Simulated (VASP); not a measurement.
MnO2: single point with PBE+U

Crystal: MnO2.

```
Mn O
1.0
     4.46699    0.00000    0.00000
     0.00000    4.46699    0.00000
     0.00000    0.00000    2.94592
Mn O
2 4
Direct
  0.00000 0.00000 0.00000
  0.50000 0.50000 0.50000
  0.30642 0.30642 0.00000
  0.19358 0.80642 0.50000
  0.69358 0.69358 0.00000
  0.80642 0.19358 0.50000
```

```
Program                : VASP 6.6.1
Task                   : single point
Functional             : PBE
Potentials or basis    : VASP PAW PBE potentials, release 64 (Mn_pv, O)
Cutoff                 : 520 eV
k mesh                 : 6 × 6 × 8
Occupations            : gaussian, width 0.05 eV
Spin                   : collinear spin, antiferromagnetic start
Starting moments       : [2.92, -2.92, 0.0, 0.0, 0.0, 0.0] μB
Hubbard terms          : Mn d U = 3.9 eV
Dipole correction      : no
Further INCAR settings : ALGO = Normal; EDIFF = 1e-07; NBANDS = 38
```

```yaml
Pressure: -2.6 GPa
Largest_force: 0.031 eV/Å
Band_gap_on_the_k_mesh: 0.15 eV
Net_moment: 0.00 μB per cell
Site_moments: Mn +3.01, -3.01; O -0.00, +0.00 (each value once) μB
Valence_electrons_inside_the_program's_atomic_spheres: Mn 11.54; O 5.02
```

Forces on the atoms (eV/Å):
```
Mn   0.000  0.000  0.000
Mn   0.000  0.000  0.000
O   -0.022 -0.022  0.000
O    0.022 -0.022  0.000
O    0.022  0.022  0.000
O   -0.022  0.022  0.000
```

Stress tensor (GPa, compression positive):
```
-2.47  0.00  0.00
 0.00 -2.47  0.00
 0.00  0.00 -2.82
```

Levels at points of the mesh, in eV from the valence-band top:
Spin up:
```csv
k point,band 21,band 22,band 23,band 24,band 25,band 26,band 27,band 28,band 29,band 30
"(0.00, 0.00, 0.00)",-2.61,-1.27,-0.63,-0.57,0.00,0.15,1.42,2.21,3.18,3.48
"(0.50, 0.00, 0.00)",-2.25,-1.78,-1.54,-0.88,-0.78,2.04,2.33,2.43,2.60,3.10
"(0.50, 0.50, 0.00)",-2.06,-2.04,-1.51,-1.49,-0.25,0.29,1.38,2.67,3.35,3.48
"(0.00, 0.00, 0.50)",-2.82,-2.49,-1.83,-1.23,-0.51,1.14,1.46,2.55,2.69,3.32
"(0.50, 0.00, 0.50)",-3.34,-1.83,-1.27,-1.24,-1.12,0.58,1.21,2.54,2.83,3.07
"(0.50, 0.50, 0.50)",-2.84,-1.37,-0.96,-0.66,-0.65,1.49,1.79,2.39,2.74,2.89
```
Spin down:
```csv
k point,band 23,band 24,band 25,band 26,band 27,band 28
"(0.00, 0.00, 0.00)",-0.63,-0.57,0.00,0.15,1.42,2.21
"(0.50, 0.00, 0.00)",-1.54,-0.88,-0.78,2.04,2.33,2.43
"(0.50, 0.50, 0.00)",-1.51,-1.49,-0.25,0.29,1.38,2.67
"(0.00, 0.00, 0.50)",-1.83,-1.23,-0.51,1.14,1.46,2.55
"(0.50, 0.00, 0.50)",-1.27,-1.24,-1.12,0.58,1.21,2.54
"(0.50, 0.50, 0.50)",-0.96,-0.66,-0.65,1.49,1.79,2.39
```

Eigenvalues of the final occupation matrices:
```csv
site,spin,trace,eigenvalues
site 1 d,1,3.89,0.49 0.50 0.96 0.96 0.97
site 1 d,2,0.92,0.06 0.11 0.12 0.30 0.33
site 2 d,1,0.92,0.06 0.11 0.12 0.30 0.33
site 2 d,2,3.89,0.49 0.50 0.96 0.96 0.97
```

It took 2.2 min on 1 thread of Intel(R) Xeon(R) 6975P-C (Granite Rapids), with other jobs on the host, peak memory 0.3 GiB.

A k mesh can miss the band edges. The state reached can hang on the start; a lower one may exist.
